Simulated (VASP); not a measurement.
# CuO: single point with PBEsol+U

The system is CuO.

```xyz
2
Lattice="2.8596 0.0000 0.0000 -1.4298 2.4764 0.0000 0.0000 0.0000 2.6511" Properties=species:S:1:pos:R:3 pbc="T T T"
Cu    0.0000    0.0000    0.0000
O     1.4298    0.8255    1.3256
```

- Program: VASP 6.6.1
- Task: single point
- Functional: PBEsol
- Potentials or basis: VASP PAW PBE potentials, release 64 (Cu, O)
- Cutoff: 520 eV
- k mesh: 11 × 11 × 10
- Occupations: fermi-dirac, width 0.05 eV
- Spin: no spin polarisation
- Hubbard terms: Cu d U = 5.3 eV
- Dipole correction: no
- Further INCAR settings: ALGO = Normal; EDIFF = 1e-06; NBANDS = 16

- Pressure: -7.3 GPa
- Band gap on the k mesh: zero (an odd number of electrons rules out a gap without spin polarisation)

Stress tensor (GPa, compression positive):
```
-6.57  0.00  0.00
 0.00 -6.57  0.00
 0.00  0.00 -8.64
```

Levels at points of the mesh, in eV from the Fermi level:
| k point | band 7 | band 8 | band 9 | band 10 | band 11 | band 12 |
| --- | --- | --- | --- | --- | --- | --- |
| (0.00, 0.00, 0.00) | -1.90 | -0.19 | -0.19 | 1.90 | 15.67 | 16.58 |
| (0.00, 0.00, 0.50) | -2.02 | -0.12 | -0.12 | 8.04 | 8.18 | 21.41 |

Eigenvalues of the final occupation matrices:
```csv
site,spin,trace,eigenvalues
site 1 d,1,4.67,0.89 0.89 0.96 0.96 0.97
site 1 d,2,4.67,0.89 0.89 0.96 0.96 0.97
```

Run time: 38 s on 1 thread of Intel Xeon 8259CL, with other jobs on the host, peak memory 0.15 GiB.

Caveat: the cell stands under tension; the PAW data sets were made with another functional, which shifts forces and pressure a little; an odd number of electrons without spin polarisation forces a metal; a magnetic or distorted state may lie lower; U without spin polarisation on a metal has little footing.
